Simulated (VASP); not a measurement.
Here is a VASP 6.6.1 calculation.

The input INCAR:

```
  ALGO = Normal
  EDIFF = 1E-7
  EDIFFG = -0.005
  ENCUT = 600
  GGA = PS
  IBRION = 2
  ISIF = 3
  ISMEAR = 0
  LASPH = T
  LCHARG = F
  LREAL = F
  LWAVE = F
  NELM = 60
  NSW = 100
  PREC = Accurate
  SIGMA = 0.02
```

The input KPOINTS:

```
k-points
0
Gamma
  12 12 12
```

File POSCAR:

```
SiC
1.0
    0.0000000000      2.1740000000      2.1740000000
    2.1740000000      0.0000000000      2.1740000000
    2.1740000000      2.1740000000      0.0000000000
Si C
1 1
Direct
    0.0000000000      0.0000000000      0.0000000000
    0.7500000000      0.7500000000      0.7500000000
```

Potentials or basis: VASP PAW PBE potentials, release 64 (Si, C).

Run with:

```sh
$ cat potpaw_PBE.64/Si/POTCAR potpaw_PBE.64/C/POTCAR > POTCAR
$ mpirun -np 1 vasp_std > vasp.out
```

What does it give for the relaxed volume?

10.35 Å³/atom.

What does it give for the space group after relaxing (to 0.05 Å)?

F-43m (No. 216).

The path:
| step | energy change (eV) | largest force (eV/Å) | pressure (GPa) | volume (Å³) |
| --- | --- | --- | --- | --- |
| 1 | 0.0000 | 0.0000 | 1.59 | 20.55 |
| 2 | 0.0001 | 0.0000 | -1.65 | 20.85 |
| 3 | -0.0007 | 0.0000 | 0.00 | 20.70 |

Caveat: the PAW data sets were made with another functional, which shifts forces and pressure a little. Zero-point motion and thermal expansion aren't in these numbers.
